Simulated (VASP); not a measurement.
**Re: single point with PBE**

Crystal: Re.

```xyz
1
Lattice="0.0000 2.2264 1.6348 2.2264 0.0000 1.6348 2.2264 2.2264 0.0000" Properties=species:S:1:pos:R:3 pbc="T T T"
Re    0.0000    0.0000    0.0000
```

This cell differs from its parent crystal: volume 16.207 Å^3 an atom, c/a of the conventional cell 0.7343.

| Property | Result |
| --- | --- |
| Program | VASP 6.6.1 |
| Task | single point |
| Functional | PBE |
| Potentials or basis | VASP PAW PBE potentials, release 64 (Re) |
| Cutoff | 520 eV |
| k mesh | 10 × 10 × 10 |
| Occupations | gaussian, width 0.15 eV |
| Spin | no spin polarisation |
| Dipole correction | no |
| Further INCAR settings | ALGO = Fast; EDIFF = 1e-06; NBANDS = 10 |

* Pressure: -22.3 GPa

Levels at points of the mesh, in eV from the Fermi level:
```csv
k point,band 1,band 2,band 3,band 4,band 5,band 6,band 7,band 8
"(0.00, 0.00, 0.00)",-9.97,-2.48,-2.48,-2.05,0.46,0.97,14.98,15.68
"(0.50, 0.00, 0.00)",-6.69,-4.17,-0.14,0.30,1.36,3.85,8.66,11.96
"(0.50, 0.50, 0.00)",-6.24,-6.13,3.03,3.14,3.14,6.75,7.81,7.81
"(0.50, 0.00, 0.50)",-6.67,-4.61,0.14,0.94,1.57,3.94,8.98,11.67
```

It took 33 s on 1 thread of Intel Xeon 8259CL (shared host), peak memory 0.15 GiB.

Caveat: spin-orbit coupling is left out, which moves the levels of the heavy elements.
